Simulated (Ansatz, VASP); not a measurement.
Rb: VASP beside Ansatz

The input INCAR:

```
PREC = Accurate ; ENCUT = 520
EDIFF = 1E-7 ; ISMEAR = -1
SIGMA = 0.1 ; LREAL = F
LASPH = T ; NELM = 100
ALGO = Normal ; ISIF = 2
LWAVE = F ; LCHARG = F
GGA = RP ; NBANDS = 10
```

The input KPOINTS:

```
regular mesh
0
Gamma
  8 8 8
```

The input POSCAR:

```
Rb
1.0
    4.6495837428      0.0000000000      0.0000000000
    0.0000000000      4.6495837428      0.0000000000
    0.0000000000      0.0000000000      4.6495837428
Rb
1
Direct
    0.0000000000      0.0000000000      0.0000000000
```

Input for Ansatz:

```yaml
crystal:
  lattice:
    - [4.6495837428, 0.0, 0.0]
    - [0.0, 4.6495837428, 0.0]
    - [0.0, 0.0, 4.6495837428]
  atoms:
    - { symbol: Rb, position: [0.0, 0.0, 0.0] }
hamiltonian:
  xc: rpbe
  pseudopotentials:
    kind: paw
    azcp:
      Rb: "pseudopotentials/Rb.paw.azcp"
basis:
  ecutwfc: 420
  fft_grid_basis: typed
kpoints:
  mp_grid: { grid: [8, 8, 8], shift: [0, 0, 0] }
magnetization:
  spin_polarized: false
scf:
  occupations: { method: fermi_dirac, width: 0.1 }
  lower_state_search: "off"
output:
  stress: true
  write_density: true
  write_potential: true
  elf: true
  volumetric_format: npy
```

Alike in both runs: task single point; functional RPBE; k mesh 8 × 8 × 8; occupations fermi-dirac, width 0.1 eV; no spin polarisation.

|  | VASP | Ansatz |
| --- | --- | --- |
| version | VASP 6.6.1 | Ansatz 0.2.0 |
| potentials or method | VASP PAW PBE potentials, release 64 (Rb_sv), cutoff 520 eV | plane waves (420 eV) with PAW, scalar-relativistic |
| valence electrons in the cell | 9 | 9 |

```tsv
	VASP	Ansatz	Ansatz less VASP
pressure (GPa)	0.2	0.2	0.00
```

VASP's potentials were made for PBE, not for RPBE. The functional is the same, so the differences come from potentials, cutoffs and numerics.
